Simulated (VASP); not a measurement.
Tl: electric field gradients with PBEsol

The system is Tl.

```
CELL_PARAMETERS angstrom
0.00000 3.40172 3.40172
3.40172 0.00000 3.40172
3.40172 3.40172 0.00000
ATOMIC_POSITIONS crystal
Tl 0.91250 0.86250 0.86250
Tl 0.08750 0.13750 0.13750
```

This cell differs from its parent crystal: shortest bond scaled by 1.1.

```json
{
 "Program": "VASP 6.6.1",
 "Task": "electric field gradients",
 "Functional": "PBEsol",
 "Potentials or basis": "VASP PAW PBE potentials, release 64 (Tl_d)",
 "Cutoff": "520 eV",
 "k mesh": "8 × 8 × 8",
 "Occupations": "fermi-dirac, width 0.05 eV",
 "Spin": "no spin polarisation",
 "Dipole correction": "no",
 "Further INCAR settings": "ALGO = Normal; EDIFF = 1e-08; NBANDS = 20"
}
```

- Pressure: 1.2 GPa
- Largest force: 0.340 eV/Å
- Band gap on the k mesh: zero (band 13 reaches 5.62 eV, above the bottom of band 14 at 2.59 eV)

Forces on the atoms (eV/Å):
```
Tl   0.196 -0.196 -0.196
Tl  -0.196  0.196  0.196
```

Stress tensor (GPa, compression positive):
```
 1.24  1.81  1.81
 1.81  1.24 -1.81
 1.81 -1.81  1.24
```

Levels at points of the mesh, in eV from the Fermi level:
```
           k point  band 9  band 10  band 11  band 12  band 13  band 14  band 15  band 16  band 17  band 18
(0.00, 0.00, 0.00)  -11.03   -11.03    -9.11    -0.45     2.23     2.23     3.39     3.40     4.69     4.69
(0.50, 0.00, 0.00)  -11.09   -11.09    -7.73    -3.88     0.45     1.19     1.19     5.20     5.20     6.01
(0.00, 0.50, 0.00)  -10.97   -10.88    -7.28    -5.07     0.74     1.29     1.62     4.64     5.98     6.21
(0.50, 0.50, 0.00)  -10.89   -10.88    -6.30    -5.72    -0.46    -0.21     2.14     2.58     9.30     9.92
```

Electric field gradients, principal values (V/Å²):
| atom | least | middle | greatest (by size) |
| --- | --- | --- | --- |
| 1 Tl | -101.676 | -101.677 | 203.354 |
| 2 Tl | -101.676 | -101.677 | 203.354 |

Wall time 31 s on 1 thread of Intel(R) Xeon(R) 6975P-C (Granite Rapids), on a shared host, peak memory 0.24 GiB.

Caveat: the cell differs from its parent crystal (shortest bond scaled by 1.1); without QUAD_EFG the Cq values of the log hold for a quadrupole moment of 1 mb, not for the nuclei; the PAW data sets were made with another functional, which shifts forces and pressure a little; spin-orbit coupling is left out, which moves the levels of the heavy elements.
